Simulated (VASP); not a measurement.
# Mg2NCl (R-3m) in VASP: a series of runs

Aim: see how the results for Mg2NCl move with the level of theory and the settings. Levels: PBEsol+D3(BJ), PBEsol+D4, PBEsol. Tasks: single point.

All numbers are computed with VASP 6.6.1; they aren't measurements. Logs are shortened: lines on timing, memory, paths and dates and some standing lists are left out, and cuts for length are marked.

## Step 1: The cell of the first run

Symmetry: R-3m, No. 166, trigonal system. Conventional cell: a = 3.293 Å, b = 3.293 Å, c = 17.814 Å, α = 90.00°, β = 90.00°, γ = 120.00°. Within 2.8 Å of Mg (site symmetry 3m) lie 3 N at 2.15 Å and 3 Cl at 2.74 Å and 3 Mg at 2.76 Å. Within 2.8 Å of N (site symmetry -3m) lie 6 Mg at 2.15 Å. Cl (site symmetry -3m) has 6 Mg at 2.74 Å and 6 Cl at 3.29 Å and 6 N at 3.53 Å within 3.6 Å.

## Step 2: Single point, PBEsol+D3(BJ)

INCAR

```
SYSTEM = Mg2NCl
  PREC = Accurate
  ENCUT = 520
  EDIFF = 1E-7
  ISMEAR = 0
  SIGMA = 0.01
  LREAL = .False.
  LASPH = .True.
  NELM = 60
  ALGO = Normal
  ISIF = 2
  LWAVE = .False.
  LCHARG = .False.
  GGA = PS
  IVDW = 12
  NBANDS = 16
```

KPOINTS

```
regular mesh
0
Gamma
  6 6 6
  0 0 0
```

POSCAR

```
Mg2NCl
1.0
    1.6466125277      0.9506721861      5.9379615109
   -1.6466125277      0.9506721861      5.9379615109
    0.0000000000     -1.9013443722      5.9379615109
Mg N Cl
2 1 1
Direct
    0.2229104120      0.2229104120      0.2229104120
    0.7770895880      0.7770895880      0.7770895880
    0.5000000000      0.5000000000      0.5000000000
    0.0000000000      0.0000000000      0.0000000000
```

Potentials or basis: VASP PAW PBE potentials, release 64 (Mg, N, Cl).

The run is started by

```sh
cat potpaw_PBE.64/Mg/POTCAR potpaw_PBE.64/N/POTCAR potpaw_PBE.64/Cl/POTCAR > POTCAR
mpirun -np 1 vasp_std > vasp.out
```

OUTCAR:

```text
SYSTEM = Mg2NCl
   PREC = Accurate
   ENCUT = 520
   EDIFF = 1E-7
   ISMEAR = 0
   LREAL = .False.
   LASPH = .True.
   NELM = 60
   ISIF = 2
   GGA = PS
   IVDW = 12
 IVDW          = 12

 ion  position               nearest neighbor table
   1  0.223  0.223  0.223-   3 2.15   3 2.15   3 2.15   4 2.74   4 2.74   4 2.74   2 2.76   2 2.76
                             2 2.76
   2  0.777  0.777  0.777-   3 2.15   3 2.15   3 2.15   4 2.74   4 2.74   4 2.74   1 2.76   1 2.76
                             1 2.76
   3  0.500  0.500  0.500-   1 2.15   2 2.15   1 2.15   1 2.15   2 2.15   2 2.15
   4  0.000  0.000  0.000-   2 2.74   1 2.74   2 2.74   2 2.74   1 2.74   1 2.74

  LATTYP: Found a trigonal (rhomboedric) cell.
 ALAT       =     6.2349416458
 COS(alpha) =     0.8605084051

  Lattice vectors:

 A1 = (   1.6466125277,   0.9506721861,   5.9379615109)
 A2 = (  -1.6466125277,   0.9506721861,   5.9379615109)
 A3 = (   0.0000000000,  -1.9013443722,   5.9379615109)

Analysis of symmetry for initial positions (statically):
=====================================================================
 Subroutine PRICEL returns:
 Original cell was already a primitive cell.

 Routine SETGRP: Setting up the symmetry group for a
 trigonal (rhombohedral) supercell.

 Subroutine GETGRP returns: Found 12 space group operations
 (whereof 12 operations were pure point group operations)
 out of a pool of 12 trial point group operations.

The static configuration has the point symmetry D_3d.

Analysis of symmetry for dynamics (positions and initial velocities):
=====================================================================
 Subroutine PRICEL returns:
 Original cell was already a primitive cell.

 Routine SETGRP: Setting up the symmetry group for a
 trigonal (rhombohedral) supercell.

 Subroutine GETGRP returns: Found 12 space group operations
 (whereof 12 operations were pure point group operations)
 out of a pool of 12 trial point group operations.

The dynamic configuration has the point symmetry D_3d.

 Subroutine INISYM returns: Found 12 space group operations
 (whereof 12 operations are pure point group operations),
 and found     1 'primitive' translations

----------------------------------------------------------------------------------------

                                     Primitive cell

  volume of cell :      55.7713

  direct lattice vectors                    reciprocal lattice vectors
     1.646612528  0.950672186  5.937961511     0.303653708  0.175314550  0.056135988
    -1.646612528  0.950672186  5.937961511    -0.303653708  0.175314550  0.056135988
     0.000000000 -1.901344372  5.937961511     0.000000000 -0.350629100  0.056135988

  length of vectors
     6.234941646  6.234941646  6.234941646     0.355094375  0.355094375  0.355094375

  position of ions in fractional coordinates (direct lattice)
     0.222910412  0.222910412  0.222910412
     0.777089588  0.777089588  0.777089588
     0.500000000  0.500000000  0.500000000
     0.000000000  0.000000000  0.000000000

  ion indices of the primitive-cell ions
   primitive index   ion index
                 1           1
                 2           2
                 3           3
                 4           4

----------------------------------------------------------------------------------------

 KPOINTS: regular mesh

Automatic generation of k-mesh.
 Grid dimensions read from file:
 generate k-points for:    6    6    6

 Generating k-lattice:

  Cartesian coordinates                     Fractional coordinates (reciprocal lattice)
     0.050608951  0.029219092  0.009355998     0.166666667 -0.000000000 -0.000000000
    -0.050608951  0.029219092  0.009355998    -0.000000000  0.166666667 -0.000000000
     0.000000000 -0.058438183  0.009355998    -0.000000000 -0.000000000  0.166666667

  Length of vectors
     0.059182396  0.059182396  0.059182396

  Shift w.r.t. Gamma in fractional coordinates (k-lattice)
     0.000000000  0.000000000  0.000000000

 Subroutine IBZKPT returns following result:
 ===========================================

 Found     32 irreducible k-points:

 Following reciprocal coordinates:
            Coordinates               Weight
  0.000000  0.000000  0.000000      1.000000
  0.166667  0.000000 -0.000000      6.000000
  0.333333  0.000000 -0.000000      6.000000
  0.500000  0.000000 -0.000000      3.000000
  0.166667  0.166667 -0.000000      6.000000
  0.333333  0.166667 -0.000000     12.000000
[... 16 lines left out ...]
  0.500000  0.500000  0.166667      6.000000
 -0.333333  0.500000  0.166667     12.000000
 [... further k-points ...]
   k-points           NKPTS =     32   k-points in BZ     NKDIM =     32   number of bands    NBANDS=     16
   number of dos      NEDOS =    301   number of ions     NIONS =      4
   total plane-waves  NPLWV = 110592
   dimension x,y,z NGX =    48 NGY =   48 NGZ =   48
   dimension x,y,z NGXF=    96 NGYF=   96 NGZF=   96
   ions per type =               2   1   1
   NGX,Y,Z   is equivalent  to a cutoff of  12.80, 12.80, 12.80 a.u.
   NGXF,Y,Z  is equivalent  to a cutoff of  25.60, 25.60, 25.60 a.u.
 SYSTEM =  Mg2NCl
   PREC   = accura    normal or accurate (medium, high low for compatibility)
   ISTART =      0    job   : 0-new  1-cont  2-samecut
   ICHARG =      2    charge: 1-file 2-atom 10-const
   ISPIN  =      1    spin polarized calculation?
   LNONCOLLINEAR =      F non collinear calculations
   LSORBIT =      F    spin-orbit coupling
   LASPH  =      T    aspherical Exc in radial PAW
   ENCUT  =  520.0 eV  38.22 Ry    6.18 a.u.  11.59 11.59 11.59*2*pi/ulx,y,z
   NELM   =     60;   NELMIN=  2; NELMDL= -5     # of ELM steps
   EDIFF  = 0.1E-06   stopping-criterion for ELM
   LREAL  =      F    real-space projection
   EDIFFG = 0.1E-05   stopping-criterion for IOM
   NSW    =      0    number of steps for IOM
   IBRION =     -1    ionic relax: 0-MD 1-quasi-New 2-CG
   NFREE  =      0    steps in history (QN), initial steepest desc. (CG)
   ISIF   =      2    stress and relaxation
   ISYM   =      2    0-nonsym 1-usesym 2-fastsym
   POTIM  = 0.5000    time-step for ionic-motion
   TEBEG  =    0.0;   TEEND  =   0.0 temperature during run
   PSTRESS=    0.0 pullay stress
   NELECT =      16.0000    total number of electrons
   NUPDOWN=      -1.0000    fix difference up-down
   EMIN   =  10.00;   EMAX   =-10.00  energy-range for DOS
   EFERMI =   0.00;   METHOD = LEGACY
   ISMEAR =     0;   SIGMA  =   0.01  broadening in eV -4-tet -1-fermi 0-gaus
   EFERMI_NEDOS =   21; number of points for ismear=-14 and -15
   IALGO  =     38    algorithm
   IMIX   =      4    mixing-type and parameters
     AMIX     =   0.40;   BMIX     =  1.00
     AMIX_MAG =   1.60;   BMIX_MAG =  1.00
  volume/ion in A,a.u.               =      13.94        94.09
  Fermi-wavevector in a.u.,A,eV,Ry     =   1.079720  2.040375 15.861613  1.165796
  Thomas-Fermi vector in A             =   2.215693
   LORBIT       =      0    0 simple, 1 ext, 2 COOP (PROOUT), +10 PAW based schemes
   GGA     = PS    functional components
   LHFCALC =     F    Hartree Fock is set to
   AEXX    =    0.0000 exact exchange contribution
   IVDW    =    12    specifies the selected vdW correction
   LEPSILON=     F    determine dielectric tensor
   LRPA    =     F    only Hartree local field effects (RPA)
 non-spin polarized calculation
 Gauss-broadening in eV      SIGMA  =   0.01
  energy-cutoff  :      520.00
  volume of cell :       55.77
 maximum number of plane-waves:      1520
 NGX is ok and might be reduce to    48
   NGX = 23   NGY = 23   NGZ = 23

 number of electron      15.9999999 magnetization

 Free energy of the ion-electron system (eV)
  ---------------------------------------------------
  ext. energy  EPLUGINS =         0.00000000
  ---------------------------------------------------
  free energy    TOTEN  =       -18.95107065 eV

  energy without entropy =      -18.95107065  energy(sigma->0) =      -18.95107065

 E-fermi :   4.2225     XC(G=0): -10.2225

 val. band max:        4.1643894309   @ k =   0.0000   0.0000   0.0000
 cond. band min:       6.5009231056   @ k =   0.0000   0.0000   0.0000
 fundamental gap:      2.3365336747
 Fermi energy:         4.2224920105

 k-point     1 :       0.0000    0.0000    0.0000
  band No.  band energies     occupation
      1     -12.4540      2.00000
      2      -8.5980      2.00000
      3      -2.2765      2.00000
      4       1.8066      2.00000
      5       1.8066      2.00000
      6       3.1624      2.00000
[... 8 lines left out ...]
     15      14.4329      0.00000
     16      14.4329      0.00000

 k-point     2 :       0.1667    0.0000   -0.0000
  band No.  band energies     occupation
      1     -12.2427      2.00000
      2      -8.3927      2.00000
      3      -1.9349      2.00000
      4       0.6001      2.00000
      5       1.5715      2.00000
      6       2.7788      2.00000
[... 8 lines left out ...]
     15      14.2480      0.00000
     16      14.7777      0.00000

 k-point     3 :       0.3333    0.0000   -0.0000
  band No.  band energies     occupation
      1     -11.7659      2.00000
      2      -7.9231      2.00000
      3      -1.2643      2.00000
      4      -1.0642      2.00000
      5       0.9799      2.00000
      6       1.1530      2.00000
[... 8 lines left out ...]
     15      14.0431      0.00000
     16      16.2336      0.00000

 k-point     4 :       0.5000    0.0000   -0.0000
  band No.  band energies     occupation
      1     -11.4914      2.00000
      2      -7.6487      2.00000
      3      -2.0358      2.00000
      4      -0.5166      2.00000
      5       0.1874      2.00000
      6       0.9642      2.00000
[... 8 lines left out ...]
     15      13.8157      0.00000
     16      16.4807      0.00000
[... 324 lines left out ...]
 k-point    22 :      -0.1667    0.3333    0.1667
  band No.  band energies     occupation
      1     -11.4994      2.00000
      2      -7.6402      2.00000
      3      -1.6986      2.00000
      4      -0.8199      2.00000
      5       0.1836      2.00000
      6       0.9007      2.00000
[... 8 lines left out ...]
     15      14.6088      0.00000
     16      15.8068      0.00000

 k-point    23 :       0.5000    0.5000    0.1667
  band No.  band energies     occupation
      1     -11.7560      2.00000
      2      -7.9544      2.00000
      3      -1.4007      2.00000
      4      -1.1021      2.00000
      5       1.1345      2.00000
      6       1.5725      2.00000
[... 8 lines left out ...]
     15      14.6432      0.00000
     16      16.3956      0.00000

 k-point    24 :      -0.3333    0.5000    0.1667
  band No.  band energies     occupation
      1     -11.4952      2.00000
      2      -7.6492      2.00000
      3      -1.7867      2.00000
      4      -0.9409      2.00000
      5       0.1973      2.00000
      6       1.3654      2.00000
[... 8 lines left out ...]
     15      14.9148      0.00000
     16      16.9621      0.00000

 [... further k-points ...]

------------------------ aborting loop because EDIFF is reached ----------------------------------------

 Edisp (eV)   -1.00183

 E8    (eV) :    -0.6147

  FORCE on cell =-STRESS in cart. coord.  units (eV):
  Direction    XX          YY          ZZ          XY          YZ          ZX
  --------------------------------------------------------------------------------------
  -------------------------------------------------------------------------------------
  Total      -1.25644    -1.25644    -1.17660     0.00000    -0.00000     0.00000
  in kB     -36.09453   -36.09453   -33.80103     0.00000    -0.00000     0.00000
  external pressure =      -35.33 kB  Pullay stress =        0.00 kB

 VOLUME and BASIS-vectors are now :
 -----------------------------------------------------------------------------
  energy-cutoff  :      520.00
  volume of cell :       55.77
      direct lattice vectors                 reciprocal lattice vectors
     1.646612528  0.950672186  5.937961511     0.303653708  0.175314550  0.056135988
    -1.646612528  0.950672186  5.937961511    -0.303653708  0.175314550  0.056135988
     0.000000000 -1.901344372  5.937961511     0.000000000 -0.350629100  0.056135988

 POSITION                                       TOTAL-FORCE (eV/Angst)
 -----------------------------------------------------------------------------------
      0.00000      0.00000      3.97090         0.000000      0.000000      0.031204
      0.00000      0.00000     13.84298         0.000000     -0.000000     -0.031204
      0.00000      0.00000      8.90694         0.000000     -0.000000     -0.000000
      0.00000      0.00000      0.00000         0.000000      0.000000     -0.000000
 -----------------------------------------------------------------------------------
    total drift:                                0.000000      0.000000     -0.000000

  FREE ENERGIE OF THE ION-ELECTRON SYSTEM (eV)
  ---------------------------------------------------
  free  energy   TOTEN  =       -19.9529018636 eV

  energy  without entropy=      -19.9529018636  energy(sigma->0) =      -19.95290186
```

Run time: 98 s. Hardware: 1 thread of AMD EPYC 7R43 (Zen 3), shared host; peak memory 0.28 GiB.

Results:

* Free energy: -19.9529 eV
* Pressure: -3.5 GPa
* Largest force: 0.031 eV/Å
* Band gap on the k mesh: 2.34 eV
* Dispersion energy per atom: -0.250 eV

Forces on the atoms (eV/Å):
```
Mg   0.000  0.000  0.031
Mg   0.000  0.000 -0.031
N    0.000  0.000  0.000
Cl   0.000  0.000  0.000
```

Stress tensor (GPa, compression positive):
```
-3.61  0.00  0.00
 0.00 -3.61  0.00
 0.00  0.00 -3.38
```

Caveat: the cell stands under tension; the PAW data sets were made with another functional, which shifts forces and pressure a little.

(Continued in part 2 of 3.)
